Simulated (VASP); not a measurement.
# BN (R3m) in VASP: notebook

Runs on BN. Level: PBEsol. Tasks: vibrations by perturbation theory.

All numbers are computed with VASP 6.6.1; they aren't measurements. Logs are shortened: lines on timing, memory, paths and dates and some standing lists are left out, and cuts for length are marked.

**1. The cell of the first run**

The structure is trigonal, space group R3m (No. 160). The conventional cell has a = 2.500 Å, b = 2.500 Å, c = 9.552 Å, α = 90.00°, β = 90.00°, γ = 120.00°. B (site symmetry 3m) has 3 N at 1.44 Å within 1.9 Å. N (site symmetry 3m) has 3 B at 1.44 Å within 1.9 Å.

**2. Vibrations by perturbation theory, PBEsol**

File INCAR:

```
PREC = Accurate
ENCUT = 520
EDIFF = 1E-8
ISMEAR = 0
SIGMA = 0.01
LREAL = False
LASPH = True
NELM = 80
ALGO = Normal
ISIF = 2
LWAVE = False
LCHARG = True
GGA = PS
NBANDS = 11
IBRION = 8
NSW = 1
LEPSILON = True
```

File KPOINTS:

```
regular mesh
0
Gamma
  12 12 12
```

File POSCAR:

```
BN
1.0
    2.4898502899      0.0016170240     -0.2242829468
   -1.2362322126      2.1612731909      0.2242499316
   -0.9625293093     -0.8868110869      3.2414966748
B N
1 1
Direct
    0.9911966619      0.9915032725     -0.0059140656
    0.6569523381      0.3243807275      0.9927190656
```

Potentials or basis: VASP PAW PBE potentials, release 64 (B, N).

Command:

```sh
$ cat potpaw_PBE.64/B/POTCAR potpaw_PBE.64/N/POTCAR > POTCAR
$ mpirun -np 1 vasp_std > vasp.out
```

OUTCAR:

```text
PREC = Accurate
   ENCUT = 520
   EDIFF = 1E-8
   ISMEAR = 0
   LREAL = False
   LASPH = True
   NELM = 80
   ISIF = 2
   GGA = PS
   IBRION = 8
   NSW = 1
   LEPSILON = True

 ion  position               nearest neighbor table
   1  0.991  0.992  0.994-   2 1.44   2 1.44   2 1.44
   2  0.657  0.324  0.993-   1 1.44   1 1.44   1 1.44

  LATTYP: Found a base centered monoclinic cell.
 ALAT       =     4.3300100829
 B/A-ratio  =     0.5773498039
 C/A-ratio  =     0.8073170914
 COS(beta)  =    -0.4128675485

  Lattice vectors:

 A1 = (  -1.2362322126,   2.1612731909,   0.2242499316)
 A2 = (  -2.4898502899,  -0.0016170240,   0.2242829468)
 A3 = (   1.5273209806,  -0.8851940629,   3.0172137280)

Analysis of symmetry for initial positions (statically):
=====================================================================
 Subroutine PRICEL returns:
 Original cell was already a primitive cell.

 Routine SETGRP: Setting up the symmetry group for a
 base centered monoclinic supercell.

 Subroutine GETGRP returns: Found  2 space group operations
 (whereof  1 operations were pure point group operations)
 out of a pool of  4 trial point group operations.

The static configuration has the point symmetry C_1 .
 The point group associated with its full space group is C_1h.

Analysis of symmetry for dynamics (positions and initial velocities):
=====================================================================
 Subroutine PRICEL returns:
 Original cell was already a primitive cell.

 Routine SETGRP: Setting up the symmetry group for a
 base centered monoclinic supercell.

 Subroutine GETGRP returns: Found  2 space group operations
 (whereof  1 operations were pure point group operations)
 out of a pool of  4 trial point group operations.

The dynamic configuration has the point symmetry C_1 .
 The point group associated with its full space group is C_1h.

 Subroutine INISYM returns: Found  2 space group operations
 (whereof  1 operations are pure point group operations),
 and found     1 'primitive' translations

----------------------------------------------------------------------------------------

                                     Primitive cell

  volume of cell :      17.2321

  direct lattice vectors                    reciprocal lattice vectors
     2.489850290  0.001617024 -0.224282947     0.418092954  0.220019120  0.184341425
    -1.236232213  2.161273191  0.224249932     0.011238028  0.455832675  0.128044062
    -0.962529309 -0.886811087  3.241496675     0.028150883 -0.016311573  0.312396053

  length of vectors
     2.499931983  2.499931983  3.495739874     0.507140900  0.473608491  0.314085710

  position of ions in fractional coordinates (direct lattice)
     0.991196662  0.991503272  0.994085934
     0.656952338  0.324380727  0.992719066

  ion indices of the primitive-cell ions
   primitive index   ion index
                 1           1
                 2           2

----------------------------------------------------------------------------------------

 KPOINTS: regular mesh

Automatic generation of k-mesh.
 Grid dimensions read from file:
 generate k-points for:   12   12   12
[... 500 lines left out ...]

--------------------------------------- Ionic step        3  -------------------------------------------

------------------------ aborting loop because EDIFF is reached ----------------------------------------

 PIEZOELECTRIC TENSOR FIELD DIRECTION 3  (e Angst)
 -----------------------------------------------------------------------------
    -0.01101  0.11282 -0.00904           ( -0.00008  0.00031 -0.00005)
     0.11282  0.11931  0.00576           (  0.00031  0.00027  0.00003)
    -0.00904  0.00576 -0.15201           ( -0.00005  0.00003 -0.00074)

 PIEZOELECTRIC TENSOR FIELD DIRECTION 3  (C/m^2)
 -----------------------------------------------------------------------------
    -0.01024  0.10490 -0.00841
     0.10490  0.11093  0.00535
    -0.00841  0.00535 -0.14133

--------------------------------------- Ionic step        4  -------------------------------------------

------------------------ aborting loop because EDIFF is reached ----------------------------------------

--------------------------------------- Ionic step        5  -------------------------------------------

------------------------ aborting loop because EDIFF is reached ----------------------------------------

[... ionic steps 6 to 6 ...]

--------------------------------------- Ionic step        7  -------------------------------------------

------------------------ aborting loop because EDIFF is reached ----------------------------------------

--------------------------------------- Ionic step        8  -------------------------------------------

 Free energy of the ion-electron system (eV)
  ---------------------------------------------------
  ---------------------------------------------------
  free energy    TOTEN  =        -0.23574627 eV

  energy without entropy =       -0.23574627

------------------------ aborting loop because EDIFF is reached ----------------------------------------

 INTERNAL STRAIN TENSOR  FOR ION    2  DIRECTION 2   (eV/Angst):
 -----------------------------------------------------------------------------
   -13.16807  0.04825  1.17832
     0.03392 13.26206  0.70945
     1.19473  0.73277 -0.11366

 MACROSCOPIC STATIC DIELECTRIC TENSOR (including local field effects in DFT)
 ------------------------------------------------------
           4.979066     0.009802    -0.187737
           0.009802     4.990303     0.108781
          -0.187785     0.108809     2.912452
 ------------------------------------------------------

 PIEZOELECTRIC TENSOR (including local field effects)  for field in x, y, z        (e  Angst)
          XX          YY          ZZ          XY          YZ          ZX
  --------------------------------------------------------------------------------
  x    -0.00536     0.00822    -0.00672    -1.24075     0.11300    -0.03794
  y    -1.24216     1.24050     0.00389     0.00579     0.09149     0.11300
  z    -0.01060     0.11890    -0.15201     0.11306     0.00537    -0.00927

 PIEZOELECTRIC TENSOR (including local field effects)  for field in x, y, z        (C/m^2)
          XX          YY          ZZ          XY          YZ          ZX
  --------------------------------------------------------------------------------
  x    -0.00498     0.00764    -0.00625    -1.15360     0.10506    -0.03527
  y    -1.15491     1.15337     0.00361     0.00538     0.08506     0.10506
  z    -0.00986     0.11055    -0.14133     0.10512     0.00499    -0.00862

 BORN EFFECTIVE CHARGES (including local field effects) (in |e|, cummulative output)
 ---------------------------------------------------------------------------------
 ion    1
    1     2.67964     0.00894    -0.17116
    2     0.00894     2.68989     0.09917
    3    -0.17110     0.09914     0.79590
 ion    2
    1    -2.67964    -0.00894     0.17116
    2    -0.00894    -2.68989    -0.09917
    3     0.17110    -0.09914    -0.79590

 INTERNAL STRAIN TENSOR FOR ION    2 for displacements in x,y,z  (eV/Angst):
          X           Y           Z          XY          YZ          ZX
  --------------------------------------------------------------------------------
  x    -0.15660     0.00687     0.16763   -13.20506     1.19333    -0.64124
  y   -13.16557    13.25955    -0.11366     0.03527     0.73847     1.18151
  z   593.83324  -124.56388 -1077.80355  -627.02287  -178.69950  -110.66656

 SECOND DERIVATIVES (NOT SYMMETRIZED)
 ------------------------------------
               1X          1Y          1Z          2X          2Y          2Z
  1X   -41.964767   -0.132018    2.673483   41.964767    0.132018   -2.673483
  1Y    -0.133556  -42.115224   -1.551094    0.133556   42.115224    1.551094
  1Z   -98.116911   56.867340 -142.758409   98.116911  -56.867340  142.758409
  2X    41.969427    0.133518   -2.673211  -41.969427   -0.133518    2.673211
  2Y     0.144355   42.116213    1.551898   -0.144355  -42.116213   -1.551898
  2Z   707.303560 -409.952907  205.719985 -707.303560  409.952907 -205.719985

 Eigenvectors and eigenvalues of the dynamical matrix
 ----------------------------------------------------

   1 f  =  120.973808 THz   760.100854 2PiTHz 4035.251889 cm-1   500.307245 meV
             X         Y         Z           dx          dy          dz
      0.285366  1.262946  3.222362    -0.410202    0.237750   -0.307862
      0.279182 -0.178217  3.143295     0.360458   -0.208911    0.711939
[... 21 lines left out ...]
   6 f/i=   91.049778 THz   572.082628 2PiTHz 3037.093685 cm-1   376.551456 meV
             X         Y         Z           dx          dy          dz
      0.285366  1.262946  3.222362     0.469378   -0.272051    0.101523
      0.279182 -0.178217  3.143295    -0.412451    0.239068    0.684175

--------------------------------------------------------------------------------------------------------

 MACROSCOPIC STATIC DIELECTRIC TENSOR IONIC CONTRIBUTION
 ------------------------------------------------------
           0.612523     0.692644    -0.063237
           0.692644     1.406099     0.036626
          -0.063237     0.036626     0.062528
 ------------------------------------------------------

 ELASTIC MODULI CONTR FROM IONIC RELAXATION (kBar)
 Direction    XX          YY          ZZ          XY          YZ          ZX
 --------------------------------------------------------------------------------
 XX      -45662.7777  -7735.8025  99304.5034  32434.7206  15252.9882  -6436.6499
 YY       -7735.8025 -10518.7148  26399.2180  -1761.2319   3551.0803  -8434.3053
 ZZ       99304.5034  26399.2180-226195.3635 -63631.4765 -34207.1713  21425.2312
 XY       32434.7206  -1761.2319 -63631.4765 -30242.1261 -10142.5665  -1701.9790
 YZ       15252.9882   3551.0803 -34207.1713 -10142.5665  -5199.9213   2898.2954
 ZX       -6436.6499  -8434.3053  21425.2312  -1701.9790   2898.2954  -6923.9723
 --------------------------------------------------------------------------------

 PIEZOELECTRIC TENSOR IONIC CONTR  for field in x, y, z        (C/m^2)
          XX          YY          ZZ          XY          YZ          ZX
  --------------------------------------------------------------------------------
  x     0.44814     0.78961    -1.35182     1.09083    -0.18460     0.90995
  y     0.52179    -1.23922     0.78357    -0.16925     0.02412    -0.57630
  z    -1.26547    -0.64433     3.19143     0.54211     0.46702    -0.52717
```

Wall time 16 min (1 thread of Intel Xeon Platinum 8488C (Sapphire Rapids), shared host); peak memory 0.51 GiB.

Results:

```
Electronic dielectric tensor (diagonal) : 4.98, 4.99, 2.91
Born charges (mean of the diagonal)     : B +2.06; N -2.06 e
```

Electronic dielectric tensor:
```
 4.98  0.01 -0.19
 0.01  4.99  0.11
-0.19  0.11  2.91
```

Born effective charge tensors (e):
atom 1, B
```
 2.68  0.01 -0.17
 0.01  2.69  0.10
-0.17  0.10  0.80
```
atom 2, N
```
-2.68 -0.01  0.17
-0.01 -2.69 -0.10
 0.17 -0.10 -0.80
```

Caveat: the cell stands under pressure or tension, which shifts response properties; some modes are imaginary; the PAW data sets were made with another functional, which shifts forces and pressure a little; this functional lacks dispersion, which binds layers or chains, so the pressure and a relaxed spacing across them are unreliable.

**3. Vibrations by perturbation theory, PBEsol**

This run uses another cell than the first one, of 8.92 Å³/atom.

File INCAR:

```
SYSTEM = BN
  PREC = Accurate
  ENCUT = 520
  EDIFF = 1E-8
  ISMEAR = 0
  SIGMA = 0.01
  LREAL = .False.
  LASPH = .True.
  NELM = 80
  ALGO = Normal
  ISIF = 2
  LWAVE = .False.
  LCHARG = .True.
  GGA = PS
  IBRION = 8
  NSW = 1
  LEPSILON = .True.
```

File KPOINTS:

```
regular mesh
0
Gamma
  12 12 12
  0 0 0
```

File POSCAR:

```
BN
1.0
    2.4918963866      0.0016164563     -0.2244147560
   -1.2372497636      2.1630483273      0.2243817139
   -0.9541076921     -0.8928760411      3.3463707541
B N
1 1
Direct
    0.9910449067      0.9914272226     -0.0061418706
    0.6571040933      0.3244567774      0.9929468706
```

Potentials or basis: VASP PAW PBE potentials, release 64 (B, N).

Command:

```sh
$ cat potpaw_PBE.64/B/POTCAR potpaw_PBE.64/N/POTCAR > POTCAR
$ mpirun -np 1 vasp_std > vasp.out
```

OUTCAR:

```text
SYSTEM = BN
   PREC = Accurate
   ENCUT = 520
   EDIFF = 1E-8
   ISMEAR = 0
   LREAL = .False.
   LASPH = .True.
   NELM = 80
   ISIF = 2
   GGA = PS
   IBRION = 8
   NSW = 1
   LEPSILON = .True.

 ion  position               nearest neighbor table
   1  0.991  0.991  0.994-   2 1.44   2 1.44   2 1.44
   2  0.657  0.324  0.993-   1 1.44   1 1.44   1 1.44

  LATTYP: Found a trigonal (rhomboedric) cell.
 ALAT       =     3.5924568664
[... 595 lines left out ...]
      0.288623 -0.183701  3.248107     0.567980   -0.329286   -0.068360
[... 21 lines left out ...]
   6 f/i=    0.005578 THz     0.035046 2PiTHz    0.186055 cm-1     0.023068 meV
             X         Y         Z           dx          dy          dz
      0.294690  1.258715  3.325871     0.059132   -0.034263    0.656352
      0.288623 -0.183701  3.248107     0.067327   -0.039011    0.747313

--------------------------------------------------------------------------------------------------------

 MACROSCOPIC STATIC DIELECTRIC TENSOR IONIC CONTRIBUTION
 ------------------------------------------------------
           1.751411     0.006252    -0.119766
           0.006252     1.758578     0.069397
          -0.119766     0.069397     0.432819
 ------------------------------------------------------

 ELASTIC MODULI CONTR FROM IONIC RELAXATION (kBar)
 Direction    XX          YY          ZZ          XY          YZ          ZX
 --------------------------------------------------------------------------------
 XX        -358.7847    360.4365     -1.4684     -1.6548     19.8543     32.2771
 YY         360.4365   -362.5936      2.3452     -1.6677    -19.7167    -32.5256
 ZZ          -1.4684      2.3452     -1.5453      3.3266     -0.0927      0.1711
 XY          -1.6548     -1.6677      3.3266   -360.6963     32.4001    -18.9657
 YZ          19.8543    -19.7167     -0.0927     32.4001     -4.0030     -0.0626
 ZX          32.2771    -32.5256      0.1711    -18.9657     -0.0626     -3.9292
 --------------------------------------------------------------------------------

 PIEZOELECTRIC TENSOR IONIC CONTR  for field in x, y, z        (C/m^2)
          XX          YY          ZZ          XY          YZ          ZX
  --------------------------------------------------------------------------------
  x     0.00947    -0.00145    -0.00896     0.74716    -0.06727     0.03855
  y     0.74672    -0.75137     0.00519    -0.00200    -0.04101    -0.06727
  z     0.04464    -0.03241    -0.02266    -0.06727     0.00551    -0.00973
```

OSZICAR:

```text
N       E                     dE             d eps       ncg     rms          rms(c)
DAV:   1     0.126660035936E+02    0.12666E+02   -0.49490E+03  3064   0.947E+02
DAV:   2    -0.196082294385E+02   -0.32274E+02   -0.31040E+02  4248   0.173E+02
DAV:   3    -0.199965398457E+02   -0.38831E+00   -0.38831E+00  3504   0.243E+01
[... 135 lines left out ...]
RMM:   8    -0.235741651678E+00   -0.20155E-05   -0.14463E-06 24978   0.272E-04    0.429E-05
RMM:   9    -0.235741410483E+00    0.24119E-06   -0.11873E-08 26326   0.103E-04    0.756E-06
RMM:  10    -0.235741393688E+00    0.16794E-07   -0.13185E-07 27898   0.183E-05    0.297E-06
RMM:  11    -0.235741435677E+00   -0.41989E-07   -0.30272E-08 28509   0.972E-06    0.694E-07
RMM:  12    -0.235741439260E+00   -0.35833E-08   -0.90239E-09 31400   0.481E-06    0.295E-07
 Linear response finished
```

stdout:

```text
POSCAR found type information on POSCAR B N
 POSCAR found :  2 types and       2 ions
 scaLAPACK will be used
 -----------------------------------------------------------------------------
|                                                                             |
|                                                                             |
[... 39 lines left out ...]
 first order change of Fermi-energy  -0.83465E-01
 force on displaced ion       1 direction 1 : -41.693  -0.151   2.625
 Born effective charge ion    1 direction 1 :   2.683   0.007  -0.177
 Linear response progress:
 first order change of Fermi-energy   0.82403E-01
 force on displaced ion       2 direction 1 : -41.691  -0.166   2.625
 Born effective charge ion    2 direction 1 :  -2.682  -0.006   0.177
 Born effective charges drift removed
 Linear response finished
```

Run time: 7.4 min. Hardware: 1 thread of AMD EPYC 9R45 (Zen 5), shared host; peak memory 0.38 GiB.

Results:

```yaml
Electronic_dielectric_tensor_diagonal: 4.86, 4.87, 2.76
Born_charges_mean_of_the_diagonal: B +2.04; N -2.04 e
Highest_phonon_frequency_at_Γ_LO-TO_splitting_left_out: 1367 cm⁻¹
```

Phonon frequencies in cm⁻¹ (negative: imaginary):
| q point | frequencies |
| --- | --- |
| (0.000, 0.000, 0.000) | 0 0 0 745 1367 1367 |

Electronic dielectric tensor:
```
 4.86  0.01 -0.19
 0.01  4.87  0.11
-0.19  0.11  2.76
```

Born effective charge tensors (e):
atom 1, B
```
 2.68  0.01 -0.18
 0.01  2.69  0.10
-0.18  0.10  0.74
```
atom 2, N
```
-2.68 -0.01  0.18
-0.01 -2.69 -0.10
 0.18 -0.10 -0.74
```

Caveat: the cell stands under pressure or tension, which shifts response properties; the PAW data sets were made with another functional, which shifts forces and pressure a little; this functional lacks dispersion, which binds layers or chains, so the pressure and a relaxed spacing across them are unreliable.
